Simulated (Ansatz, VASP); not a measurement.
# One calculation of AlN, two programs

```
CELL_PARAMETERS angstrom
0.00000 2.01679 2.01679
2.01679 0.00000 2.01679
2.01679 2.01679 0.00000
ATOMIC_POSITIONS crystal
Al 0.00000 0.00000 0.00000
N 0.50000 0.50000 0.50000
```

Change from the starting cell: volume scaled by 1.06, ions relaxed.

Alike in both runs: functional PBE; k mesh 13 × 13 × 13; occupations fermi-dirac, width 0.02 eV; no spin polarisation.

Ansatz relaxed the structure, and its values are those at the end. VASP's run is a single point on that final structure, the one shown.

|  | VASP | Ansatz |
| --- | --- | --- |
| version | VASP 6.6.1 | Ansatz 0.2.0 |
| potentials or method | VASP PAW PBE potentials, release 64 (Al, N) | plane-wave PAW, scalar-relativistic |
| plane-wave cutoff (eV) | 600 | 420 |
| valence electrons in the cell | 8 | 8 |

```tsv
	VASP	Ansatz	Ansatz less VASP
gap on the k mesh at the Fermi level (eV)	4.77	4.79	+0.024
pressure (GPa)	6.8	7.3	+0.45
```

With one functional, cell and mesh, what is left measures potentials, basis and numerics. Ansatz's warnings: stress scf threshold loose.
